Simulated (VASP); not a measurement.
# BN: single point with PBE

BN:

```
B N
1.0
    -1.29816    1.29816    5.25225
     1.29816   -1.29816    5.25225
     1.29816    1.29816   -5.25225
B N
3 3
Cartesian
  0.0000 0.0000 6.6834
  0.0000 0.0000 3.8211
  0.0000 0.0000 0.0000
  0.0000 1.2982 2.6261
  1.2982 0.0000 4.5452
  1.2982 0.0000 0.7070
```

- Program: VASP 6.6.1
- Task: single point
- Functional: PBE
- Potentials or basis: VASP PAW PBE potentials, release 64 (B, N)
- Cutoff: 600 eV
- k mesh: 10 × 10 × 10
- Occupations: gaussian, width 0.1 eV
- Spin: no spin polarisation
- Dipole correction: no
- Further INCAR settings: ALGO = Normal; EDIFF = 1e-06; NBANDS = 21

```yaml
Pressure: 24.2 GPa
Largest_force: 10.363 eV/Å
Band_gap_on_the_k_mesh: 2.12 eV (least direct gap 2.81 eV)
```

Forces on the atoms (eV/Å):
```
B     0.000   0.000  10.363
B     0.000   0.000 -10.363
B     0.000   0.000   0.000
N     0.000   0.000   0.000
N     0.000   0.000  -2.943
N     0.000   0.000   2.943
```

Stress tensor (GPa, compression positive):
```
27.94  0.00  0.00
 0.00 27.94  0.00
 0.00  0.00 16.62
```

Levels at points of the mesh, in eV from the valence-band top:
```
           k point  band 10  band 11  band 12  band 13  band 14  band 15
(0.00, 0.00, 0.00)    -1.49     0.00     0.00     2.81     3.94     6.59
(0.50, 0.00, 0.00)    -4.37    -2.78    -0.11     5.49     6.10     7.21
(0.50, 0.50, 0.00)    -5.22    -5.01    -4.63     2.12     6.23     7.24
(0.50, 0.50, 0.50)    -2.96    -0.49    -0.49     2.36     4.21     6.16
```

Run time: 2.3 min on 1 thread of Intel(R) Xeon(R) 6975P-C (Granite Rapids) (shared host), peak memory 0.33 GiB.

Caveat: the cell stands under pressure; forces of over 1 eV/Å act on the atoms, so gaps and moduli don't describe the material at rest. A k mesh can miss the band edges.
